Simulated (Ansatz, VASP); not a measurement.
## One calculation of MgCd3O4, two programs

File INCAR:

```
SYSTEM = MgCd3O4
PREC     = Accurate       ! precision mode
ENCUT    = 520            ! plane-wave cutoff, eV
EDIFF    = 1E-7           ! SCF threshold, eV
ISMEAR   = 0              ! smearing method
SIGMA    = 0.1            ! smearing width, eV
LREAL    = .False.        ! projectors in reciprocal space
LASPH    = .True.         ! aspherical terms in the spheres
NELM     = 150            ! most SCF steps
ALGO     = Normal         ! electronic algorithm
ISIF     = 2              ! what is computed and relaxed
LWAVE    = .False.        ! write WAVECAR
LCHARG   = .False.        ! write CHGCAR
ISPIN    = 2              ! spin polarisation
MAGMOM   = 0 0 0 0 1 1 1 1 ! initial moments
LORBIT   = 11             ! projections on sites
GGA      = PE             ! functional
NBANDS   = 45             ! bands
```

File KPOINTS:

```
Automatic mesh
0
Gamma
  6 6 2
  0 0 0
```

The input POSCAR:

```
MgCd3O4
1.0
    3.3076838000      0.0000000000      0.0000000000
    0.0000000000      3.3076838000      0.0000000000
    0.0000000000      0.0000000000      9.3304794000
Mg Cd O
1 3 4
Direct
    0.0000000000      0.0000000000      0.0000000000
    0.5000000000      0.5000000000      0.2433000000
    0.0000000000      0.0000000000      0.5000000000
    0.5000000000      0.5000000000      0.7567000000
    0.0000000000      0.0000000000      0.2322470000
    0.5000000000      0.5000000000      0.5000000000
    0.0000000000      0.0000000000      0.7677530000
    0.5000000000      0.5000000000      0.0000000000
```

Input for Ansatz:

```yaml
crystal:
  lattice:
    - [3.3076838, 0.0, 0.0]
    - [0.0, 3.3076838, 0.0]
    - [0.0, 0.0, 9.3304794]
  atoms:
    - { symbol: Mg, position: [0.0, 0.0, 0.0] }
    - { symbol: Cd, position: [0.5, 0.5, 0.2433] }
    - { symbol: Cd, position: [0.0, 0.0, 0.5] }
    - { symbol: Cd, position: [0.5, 0.5, 0.7567] }
    - { symbol: O, position: [0.0, 0.0, 0.232247], spin: 1.0 }
    - { symbol: O, position: [0.5, 0.5, 0.5], spin: 1.0 }
    - { symbol: O, position: [0.0, 0.0, 0.767753], spin: 1.0 }
    - { symbol: O, position: [0.5, 0.5, 0.0], spin: 1.0 }
basis:
  ecutwfc: 420
kpoints:
  mp_grid: { grid: [6, 6, 2] }
hamiltonian:
  xc: pbe
scf:
  occupations: { method: gaussian, width: 0.1 }
  lower_state_search: "off"
output:
  forces: true
  stress: true
  eigenvalues: true
  populations: true
magnetization:
  spin_polarized: true
```

Alike in both runs: task single point; functional PBE; k mesh 6 × 6 × 2; occupations gaussian, width 0.1 eV; collinear spin.

|  | VASP | Ansatz |
| --- | --- | --- |
| version | VASP 6.6.1 | Ansatz 0.2.0 |
| potentials or method | VASP PAW PBE potentials, release 64 (Mg, Cd, O), cutoff 520 eV | scalar-relativistic, plane waves, PAW |
| valence electrons in the cell | 62 | 94 |

|  | VASP | Ansatz | Ansatz less VASP |
| --- | --- | --- | --- |
| gap on the k mesh at the Fermi level (eV) | none | none | - |
| pressure (GPa) | 1.0 | 0.0 | -0.99 |
| traceless stress, the component that is largest in VASP (GPa) | -0.13 | -0.03 | +0.101 |
| rms of the force components (eV/Å) | 0.020 | 0.007 | -0.0136 |
| net moment per atom (μB) | 0.00 | 0.00 | 0.000 |

Atom by atom the forces differ by 0.014 eV/Å (rms over components). A gap of «none» marks a metal or a gap that the smearing closes. With one functional, cell and mesh, what is left measures potentials, basis and numerics. VASP's potentials hold 62 valence electrons a cell and Ansatz's 94, so a difference there can come from the potentials and not from the codes. Ansatz's warnings: seeded moment not kept.
